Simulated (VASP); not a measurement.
Here is a VASP 6.6.1 calculation.

File INCAR:

```
SYSTEM = NaCl
ALGO = Normal ; EDIFF = 1E-6
EDIFFG = -0.01 ; ENCUT = 600
GGA = PE ; IBRION = 2
ISIF = 3 ; ISMEAR = 0
LASPH = .True. ; LCHARG = .False.
LREAL = .False. ; LWAVE = .False.
NELM = 80 ; NSW = 100
PREC = Accurate ; SIGMA = 0.02
```

The input KPOINTS:

```
k-points
0
Gamma
  8 8 8
  0 0 0
```

Contents of POSCAR:

```
NaCl
1.0
    0.0000000000      2.8481696037      2.8481696037
    2.8481696037      0.0000000000      2.8481696037
    2.8481696037      2.8481696037      0.0000000000
Na Cl
1 1
Direct
    0.5000000000      0.5000000000      0.5000000000
    0.0000000000      0.0000000000      0.0000000000
```

Potentials or basis: VASP PAW PBE potentials, release 64 (Na_pv, Cl).

The run is started by

```bash
$ cat potpaw_PBE.64/Na_pv/POTCAR potpaw_PBE.64/Cl/POTCAR > POTCAR
$ mpirun -np 1 vasp_std > vasp.out
```

(1) What does it give for the band gap on the k mesh?

## Answers

(1) 4.99 eV, direct.

Caveat: the relaxation stopped at its first step, so nothing moved.
